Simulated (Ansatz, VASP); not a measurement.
## Two plane-wave programs on Mg3GePd

```
Mg Ge Pd
1.0
     6.87626    0.00000    0.00000
    -3.43813    5.95502    0.00000
     0.00000    0.00000    5.20859
Mg Ge Pd
6 2 2
Direct
  0.18943 0.37885 0.25000
  0.81057 0.18943 0.75000
  0.81057 0.62115 0.75000
  0.18943 0.81057 0.25000
  0.62115 0.81057 0.25000
  0.37885 0.18943 0.75000
  0.33333 0.66667 0.75000
  0.66667 0.33333 0.25000
  0.00000 0.00000 0.50000
  0.00000 0.00000 0.00000
```

Alike in both runs: functional PBE; k mesh 3 × 3 × 4; occupations gaussian, width 0.1 eV; no spin polarisation.

Ansatz relaxed the structure, and its values are those at the end. VASP's run is a single point on that final structure, the one shown.

|  | VASP | Ansatz |
| --- | --- | --- |
| version | VASP 6.6.1 | Ansatz 0.2.0 |
| potentials or method | VASP PAW PBE potentials, release 64 (Mg, Ge_d, Pd), cutoff 520 eV | scalar-relativistic, plane waves, PAW |
| valence electrons in the cell | 60 | 124 |

|  | VASP | Ansatz | Ansatz less VASP |
| --- | --- | --- | --- |
| gap on the k mesh at the Fermi level (eV) | none | none | - |
| pressure (GPa) | 0.1 | 0.2 | +0.12 |
| rms of the force components (eV/Å) | 0.004 | 0.004 | -0.0001 |

A gap of «none» marks a metal or a gap that the smearing closes. VASP's potentials hold 60 valence electrons a cell and Ansatz's 124, so a difference there can come from the potentials and not from the codes.
